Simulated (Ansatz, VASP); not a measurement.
## Two plane-wave programs on SiC

```
Si C
1.0
     3.07530    0.00000    0.00000
    -1.53765    2.66329    0.00000
     0.00000    0.00000    4.74544
Si C
2 2
Direct
  0.33333 0.66667 0.49703
  0.66667 0.33333 0.99703
  0.33333 0.66667 0.87797
  0.66667 0.33333 0.37797
```

Change from the starting cell: strain along c alone, the other axes held, atoms relaxed: -6.0 %.

Alike in both runs: task relaxation of the atoms; functional r2SCAN; k mesh 12 × 12 × 6; occupations gaussian, width 0.02 eV; no spin polarisation.

|  | VASP | Ansatz |
| --- | --- | --- |
| version | VASP 6.6.1 | Ansatz 0.2.0 |
| potentials or method | VASP PAW PBE potentials, release 64 (Si, C), cutoff 520 eV | scalar-relativistic, plane waves, PAW |
| valence electrons in the cell | 16 | 16 |

```csv
,VASP,Ansatz,Ansatz less VASP
"gap on the k mesh at the Fermi level, each at its own relaxed structure (eV)",2.44,2.43,-0.005
```

VASP's potentials were made for PBE, not for r2SCAN. Ansatz's warnings: stress scf threshold loose.
